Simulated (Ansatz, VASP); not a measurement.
**AlN in VASP and in Ansatz**

POSCAR

```
AlN
1.0
    3.1066937589     -0.0776673440      0.0000000000
   -1.6206087724      2.7293093889      0.0000000000
    0.0000000000      0.0000000000      4.9785915513
Al N
2 2
Direct
    0.3359270456      0.6667427836     -0.0033166583
    0.6640729544      0.3332572164      0.4966833417
    0.3417229694      0.6673600997      0.3783166583
    0.6582770306      0.3326399003      0.8783166583
```

INCAR.step1

```
PREC = Accurate ; ENCUT = 660
ISMEAR = 0 ; SIGMA = 0.01
LREAL = F ; LASPH = T
NELM = 120 ; NBANDS = 16
GGA = PE ; ALGO = Normal
EDIFF = 1E-5 ; LWAVE = T
LCHARG = F ; GGA_COMPAT = F
```

Contents of INCAR.step2:

```
PREC = Accurate ; ENCUT = 660
EDIFF = 1E-6 ; ISMEAR = 0
SIGMA = 0.01 ; LREAL = F
LASPH = T ; NELM = 120
ALGO = Normal ; ISIF = 2
LWAVE = F ; LCHARG = F
METAGGA = R2SCAN ; LMIXTAU = T
NBANDS = 16 ; ISTART = 1
GGA_COMPAT = F
```

File KPOINTS:

```
regular mesh
0
Gamma
  12 12 6
```

Input for Ansatz:

```yaml
crystal:
  lattice:
    - [3.1066937589, -0.077667344, 0.0]
    - [-1.6206087724, 2.7293093889, 0.0]
    - [0.0, 0.0, 4.9785915513]
  atoms:
    - { symbol: Al, position: [0.3359270456, 0.6667427836, -0.0033166583] }
    - { symbol: Al, position: [0.6640729544, 0.3332572164, 0.4966833417] }
    - { symbol: "N", position: [0.3417229694, 0.6673600997, 0.3783166583] }
    - { symbol: "N", position: [0.6582770306, 0.3326399003, 0.8783166583] }
kpoints:
  mp_grid: { grid: [12, 12, 6] }
  band_path:
    path:
      - [0.0, 0.0, 0.0]
      - [0.5, 0.0, 0.0]
      - [0.3333333333, 0.3333333333, 0.0]
      - [0.0, 0.0, 0.5]
      - [0.5, 0.0, 0.5]
      - [0.3333333333, 0.3333333333, 0.5]
      - [-0.005208, -0.005208, 0.0]
    npoints: 1
hamiltonian:
  xc: r2scan
scf:
  occupations: { method: fixed }
  n_extra_bands: 5
output:
  forces: true
  stress: true
  eigenvalues: true
  write_density: true
  write_potential: true
  elf: true
  volumetric_format: npy
```

Change from the starting cell: shear_xy strain -5.0%.

Alike in both runs: task single point; functional r2SCAN; k mesh 12 × 12 × 6; no spin polarisation.

|  | VASP | Ansatz |
| --- | --- | --- |
| version | VASP 6.6.1 | Ansatz 0.2.0 |
| potentials or method | VASP PAW PBE potentials, release 64 (Al, N) | plane waves, PAW |
| plane-wave cutoff (eV) | 660 | 500 |
| occupations | gaussian, width 0.01 eV | fixed |
| valence electrons in the cell | 16 | 16 |

Ansatz gave:

| Property | Result |
| --- | --- |
| gap on the k mesh at the Fermi level (eV) | 4.86 |
| pressure (GPa) | 0.0 |
| traceless stress, the component that is largest in VASP (GPa) | 6.75 |

Problem. Estimate VASP's values.

Solution. gap on the k mesh at the Fermi level (eV): 4.90; pressure (GPa): -0.4; traceless stress, the component that is largest in VASP (GPa): 6.81.

VASP's potentials were made for PBE, not for r2SCAN.
